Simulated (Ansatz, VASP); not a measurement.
Pb in VASP and in Ansatz

```
CELL_PARAMETERS angstrom
0.00000 2.46980 2.46980
2.59946 0.00000 2.46980
2.59946 2.46980 0.00000
ATOMIC_POSITIONS crystal
Pb 0.00000 0.00000 0.00000
```

Change from the starting cell: strain +0.0525 x Voigt [1, 0, 0, 0, 0, 0], atoms carried along.

Alike in both runs: task single point; functional PBEsol; k mesh 16 × 16 × 16; occupations gaussian, width 0.15 eV; no spin polarisation.

```csv
,VASP,Ansatz
version,VASP 6.6.1,Ansatz 0.2.0
potentials or method,"VASP PAW PBE potentials, release 64 (Pb_d), cutoff 520 eV","scalar-relativistic, plane waves, PAW"
valence electrons in the cell,14,14
```

```tsv
	VASP	Ansatz	Ansatz less VASP
gap on the k mesh at the Fermi level (eV)	none	none	-
pressure (GPa)	-2.3	-2.3	+0.02
traceless stress, the component that is largest in VASP (GPa)	-0.45	-0.45	-0.004
```

VASP's potentials were made for PBE, not for PBEsol. A gap of «none» marks a metal or a gap that the smearing closes.

Neither program's run includes spin-orbit coupling.
